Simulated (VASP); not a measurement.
# Al (Fmmm) in VASP: single point with PBEsol

Aim: the single point of Al with PBEsol.

All numbers are computed with VASP 6.6.1; they aren't measurements. Logs are shortened: lines on timing, memory, paths and dates and some standing lists are left out, and cuts for length are marked.

### 1 The cell of the first run

It takes space group Fmmm (No. 69, orthorhombic). The conventional cell has a = 3.213 Å, b = 4.544 Å, c = 18.175 Å, α = 90.00°, β = 90.00°, γ = 90.00°. Within 3.0 Å of Al (site symmetry mm2) lie 7 Al at 2.27 to 2.78 Å. Al (site symmetry mm2) has 14 Al at 2.78 to 3.21 Å within 3.7 Å.

### 2 Single point, PBEsol (the part above a cut slid along it)

Input file INCAR:

```
SYSTEM = Al
PREC = Accurate
ENCUT = 500
EDIFF = 1E-6
ISMEAR = 0
SIGMA = 0.15
LREAL = .FALSE.
LASPH = .TRUE.
NELM = 120
ALGO = Normal
ISIF = 2
LWAVE = .FALSE.
LCHARG = .FALSE.
GGA = PS
ISYM = 0
NBANDS = 14
GGA_COMPAT = .FALSE.
```

Input file KPOINTS:

```
regular mesh
0
G
  22 22 7
  0 0 0
```

Input file POSCAR:

```
Al
1.0
   -1.6064390039      1.6064390039     -1.6064390039
   -1.6064390039     -1.6064390039      1.6064390039
   -1.6064390039      6.4257560155      6.4257560155
Al
4
Direct
   -0.4375000000     -0.4375000000      0.8750000000
    0.4375000000      0.4375000000      0.1250000000
   -0.1875000000     -0.1875000000      0.3750000000
    0.1875000000      0.1875000000      0.6250000000
```

Potentials or basis: VASP PAW PBE potentials, release 64 (Al).

The run is started by

```bash
$ cat potpaw_PBE.64/Al/POTCAR > POTCAR
$ mpirun -np 1 vasp_std > vasp.out
```

OUTCAR:

```text
SYSTEM = Al
   PREC = Accurate
   ENCUT = 500
   EDIFF = 1E-6
   ISMEAR = 0
   LREAL = .FALSE.
   LASPH = .TRUE.
   NELM = 120
   ISIF = 2
   GGA = PS
   ISYM = 0

 ion  position               nearest neighbor table
   1  0.562  0.562  0.875-   2 2.27   4 2.78   4 2.78   4 3.21   4 3.21
   2  0.438  0.438  0.125-   1 2.27   3 2.78   3 2.78   3 3.21   3 3.21
   3  0.812  0.812  0.375-   2 2.78   2 2.78   4 2.78   4 2.78   2 3.21   4 3.21   4 3.21   2 3.21

   4  0.188  0.188  0.625-   3 2.78   1 2.78   3 2.78   1 2.78   3 3.21   1 3.21   1 3.21   3 3.21

IMPORTANT INFORMATION: All symmetrisations will be switched off!
NOSYMM: (Re-)initialisation of all symmetry stuff for point group C_1.

----------------------------------------------------------------------------------------

                                     Primitive cell

  volume of cell :      66.3304

  direct lattice vectors                    reciprocal lattice vectors
    -1.606439004  1.606439004 -1.606439004    -0.311247423  0.116717784 -0.194529639
    -1.606439004 -1.606439004  1.606439004    -0.311247423 -0.194529639  0.116717784
    -1.606439004  6.425756016  6.425756016     0.000000000  0.077811856  0.077811856

  length of vectors
     2.782433974  2.782433974  9.228289496     0.385149036  0.385149036  0.110042582

  position of ions in fractional coordinates (direct lattice)
     0.562500000  0.562500000  0.875000000
     0.437500000  0.437500000  0.125000000
     0.812500000  0.812500000  0.375000000
     0.187500000  0.187500000  0.625000000

  ion indices of the primitive-cell ions
   primitive index   ion index
                 1           1
                 2           2
                 3           3
                 4           4

----------------------------------------------------------------------------------------

 KPOINTS: regular mesh

Automatic generation of k-mesh.
 Grid dimensions read from file:
 generate k-points for:   22   22    7

 Generating k-lattice:

  Cartesian coordinates                     Fractional coordinates (reciprocal lattice)
    -0.014147610  0.005305354 -0.008842256     0.045454545 -0.000000000  0.000000000
    -0.014147610 -0.008842256  0.005305354    -0.000000000  0.045454545  0.000000000
     0.000000000  0.011115979  0.011115979     0.000000000  0.000000000  0.142857143

  Length of vectors
     0.017506774  0.017506774  0.015720369

  Shift w.r.t. Gamma in fractional coordinates (k-lattice)
     0.000000000  0.000000000  0.000000000

 -----------------------------------------------------------------------------
|                                                                             |
|           W    W    AA    RRRRR   N    N  II  N    N   GGGG   !!!           |
|           W    W   A  A   R    R  NN   N  II  NN   N  G    G  !!!           |
|           W    W  A    A  R    R  N N  N  II  N N  N  G       !!!           |
|           W WW W  AAAAAA  RRRRR   N  N N  II  N  N N  G  GGG   !            |
|           WW  WW  A    A  R   R   N   NN  II  N   NN  G    G                |
|           W    W  A    A  R    R  N    N  II  N    N   GGGG   !!!           |
|                                                                             |
|     Your reciprocal lattice and k-lattice belong to different lattice       |
|     classes:                                                                |
|                                                                             |
|        The reciprocal lattice is body-centered orthorhombic,                |
|        whereas your k-lattice is base-centered monoclinic.                  |
|                                                                             |
|     Results are often still useful ...                                      |
|                                                                             |
 -----------------------------------------------------------------------------

 WARNING: IBZKPT: internal override: KBLOWUP is changed to .FALSE.
      ... skipping the blow-up phase ...

 Subroutine IBZKPT returns following result:
 ===========================================

 Found   1696 irreducible k-points:

 Following reciprocal coordinates:
            Coordinates               Weight
  0.000000  0.000000  0.000000      1.000000
  0.045455 -0.000000  0.000000      2.000000
  0.090909 -0.000000  0.000000      2.000000
  0.136364  0.000000  0.000000      2.000000
  0.181818 -0.000000 -0.000000      2.000000
  0.227273  0.000000 -0.000000      2.000000
[... 16 lines left out ...]
  0.454545  0.045455  0.000000      2.000000
  0.500000  0.045455  0.000000      2.000000
 [... further k-points ...]
   k-points           NKPTS =   1696   k-points in BZ     NKDIM =   1696   number of bands    NBANDS=     14
   number of dos      NEDOS =    301   number of ions     NIONS =      4
   total plane-waves  NPLWV =  28000
   dimension x,y,z NGX =    20 NGY =   20 NGZ =   70
   dimension x,y,z NGXF=    40 NGYF=   40 NGZF=  140
   ions per type =               4
   NGX,Y,Z   is equivalent  to a cutoff of  11.95, 11.95, 12.61 a.u.
   NGXF,Y,Z  is equivalent  to a cutoff of  23.90, 23.90, 25.22 a.u.
 SYSTEM =  Al
   PREC   = accura    normal or accurate (medium, high low for compatibility)
   ISTART =      0    job   : 0-new  1-cont  2-samecut
   ICHARG =      2    charge: 1-file 2-atom 10-const
   ISPIN  =      1    spin polarized calculation?
   LNONCOLLINEAR =      F non collinear calculations
   LSORBIT =      F    spin-orbit coupling
   LASPH  =      T    aspherical Exc in radial PAW
   ENCUT  =  500.0 eV  36.75 Ry    6.06 a.u.   5.07  5.07 16.83*2*pi/ulx,y,z
   NELM   =    120;   NELMIN=  2; NELMDL= -5     # of ELM steps
   EDIFF  = 0.1E-05   stopping-criterion for ELM
   LREAL  =      F    real-space projection
   EDIFFG = 0.1E-04   stopping-criterion for IOM
   NSW    =      0    number of steps for IOM
   IBRION =     -1    ionic relax: 0-MD 1-quasi-New 2-CG
   NFREE  =      0    steps in history (QN), initial steepest desc. (CG)
   ISIF   =      2    stress and relaxation
   ISYM   =      0    0-nonsym 1-usesym 2-fastsym
   POTIM  = 0.5000    time-step for ionic-motion
   TEBEG  =    0.0;   TEEND  =   0.0 temperature during run
   PSTRESS=    0.0 pullay stress
   NELECT =      12.0000    total number of electrons
   NUPDOWN=      -1.0000    fix difference up-down
   EMIN   =  10.00;   EMAX   =-10.00  energy-range for DOS
   EFERMI =   0.00;   METHOD = LEGACY
   ISMEAR =     0;   SIGMA  =   0.15  broadening in eV -4-tet -1-fermi 0-gaus
   EFERMI_NEDOS =   21; number of points for ismear=-14 and -15
   IALGO  =     38    algorithm
   IMIX   =      4    mixing-type and parameters
     AMIX     =   0.40;   BMIX     =  1.00
     AMIX_MAG =   1.60;   BMIX_MAG =  1.00
  volume/ion in A,a.u.               =      16.58       111.90
  Fermi-wavevector in a.u.,A,eV,Ry     =   0.925901  1.749698 11.664164  0.857292
  Thomas-Fermi vector in A             =   2.051805
   LORBIT       =      0    0 simple, 1 ext, 2 COOP (PROOUT), +10 PAW based schemes
   GGA     = PS    functional components
   LHFCALC =     F    Hartree Fock is set to
   AEXX    =    0.0000 exact exchange contribution
   IVDW    =     0    specifies the selected vdW correction
   LEPSILON=     F    determine dielectric tensor
   LRPA    =     F    only Hartree local field effects (RPA)
 non-spin polarized calculation
 Gauss-broadening in eV      SIGMA  =   0.15
  energy-cutoff  :      500.00
  volume of cell :       66.33
 maximum number of plane-waves:      1710
   NGX = 11   NGY = 11   NGZ = 33

 number of electron      12.0000000 magnetization

 Free energy of the ion-electron system (eV)
  ---------------------------------------------------
  ext. energy  EPLUGINS =         0.00000000
  ---------------------------------------------------
  free energy    TOTEN  =       -15.35276334 eV

  energy without entropy =      -15.33355945  energy(sigma->0) =      -15.34316140

 E-fermi :   7.8384     XC(G=0): -10.2256

 val. band max:        7.8310227756   @ k =  -0.2727  -0.4091   0.4286
 cond. band min:       7.8407404523   @ k =   0.2727  -0.3636   0.1429
 fundamental gap:      0.0097176767
 Fermi energy:         7.8384136418

 k-point     1 :       0.0000    0.0000    0.0000
  band No.  band energies     occupation
      1      -3.2166      2.00000
      2      -1.4518      2.00000
      3      -1.4191      2.00000
      4       3.5035      2.00000
      5       4.0511      2.00000
      6      11.7806      0.00000
      7      12.2002      0.00000
      8      16.3075      0.00000
      9      16.4216      0.00000
     10      16.5069      0.00000
     11      16.5923      0.00000
     12      17.9341      0.00000
     13      18.1545      0.00000
     14      19.1807      0.00000

 k-point     2 :       0.0455   -0.0000    0.0000
  band No.  band energies     occupation
      1      -3.1714      2.00000
      2      -1.4727      2.00000
      3      -1.3089      2.00000
      4       3.5042      2.00000
      5       4.1359      2.00000
      6      11.7172      0.00000
      7      12.3242      0.00000
      8      15.3654      0.00000
      9      15.4859      0.00000
     10      16.5030      0.00000
     11      16.6056      0.00000
     12      18.2695      0.00000
     13      18.4305      0.00000
     14      18.5525      0.00000
[... 343 lines left out ...]
      1       1.5740      2.00000
      2       2.4118      2.00000
      3       2.8877      2.00000
      4       3.6600      2.00000
      5       4.1272      2.00000
      6       5.4910      2.00000
      7       6.6944      2.00000
      8       7.9944      0.14126
      9      10.0655      0.00000
     10      11.3194      0.00000
     11      13.5073      0.00000
     12      14.1726      0.00000
     13      14.6185      0.00000
     14      14.9426      0.00000

 k-point    24 :       0.5000    0.0455    0.0000
  band No.  band energies     occupation
      1       1.8430      2.00000
      2       2.5080      2.00000
      3       2.8468      2.00000
      4       3.3081      2.00000
      5       4.2742      2.00000
      6       5.3061      2.00000
      7       7.0136      2.00000
      8       7.6444      1.93258
      9      10.1730      0.00000
     10      11.1880      0.00000
     11      13.8502      0.00000
     12      14.1751      0.00000
     13      14.6774      0.00000
     14      15.2414      0.00000

 [... further k-points ...]
[... 5 lines left out ...]
  --------------------------------------------------------------------------------------
  -------------------------------------------------------------------------------------
  Total       -0.2702694      3.1141415      3.1141415      0.0411112      2.7672616      0.0411111
  in kB       -6.5282190     75.2205020     75.2204999      0.9930196     66.8417938      0.9930180
  external PRESSURE =      47.9709276 kB  Pullay stress =       0.0000000 kB

 VOLUME and BASIS-vectors are now :
 -----------------------------------------------------------------------------
  energy-cutoff  :      500.00
  volume of cell :       66.33
      direct lattice vectors                 reciprocal lattice vectors
    -1.606439004  1.606439004 -1.606439004    -0.311247423  0.116717784 -0.194529639
    -1.606439004 -1.606439004  1.606439004    -0.311247423 -0.194529639  0.116717784
    -1.606439004  6.425756016  6.425756016     0.000000000  0.077811856  0.077811856

 POSITION                                       TOTAL-FORCE (eV/Angst)
 -----------------------------------------------------------------------------------
     -3.21288      5.62254      5.62254        -0.001240     -1.974250     -1.974250
     -1.60644      0.80322      0.80322         0.001240      1.974249      1.974249
     -3.21288      2.40966      2.40966        -0.000241     -0.064795     -0.064795
     -1.60644      4.01610      4.01610         0.000241      0.064795      0.064795
 -----------------------------------------------------------------------------------
    total drift:                                0.000000     -0.000000     -0.000000

  FREE ENERGIE OF THE ION-ELECTRON SYSTEM (eV)
  ---------------------------------------------------
  free  energy   TOTEN  =       -15.3527633430 eV

  energy  without entropy=      -15.3335594519  energy(sigma->0) =      -15.34316140
```

Run time: 13 min. Hardware: 1 thread of Oxide Virtual Turin-like, shared host; peak memory 1 GiB.

What came out:

| Quantity | Value |
| --- | --- |
| Free energy | -15.3528 eV |
| Pressure | 4.8 GPa |
| Largest force | 2.792 eV/Å |
| Band gap on the k mesh | zero (bands 6 and 7 overlap by 6.83 eV) |

Forces in eV/Å, atoms in the order of the input:
```
Al  -0.001 -1.974 -1.974
Al   0.001  1.974  1.974
Al   0.000 -0.065 -0.065
Al   0.000  0.065  0.065
```

Stress tensor (GPa, compression positive):
```
-0.65  0.10  0.10
 0.10  7.52  6.68
 0.10  6.68  7.52
```

Caveat: the cell differs from its parent crystal (the part above a cut slid along it); the stress differs along the axes, from -1 to 8 GPa; the PAW data sets were made with another functional, which shifts forces and pressure a little.
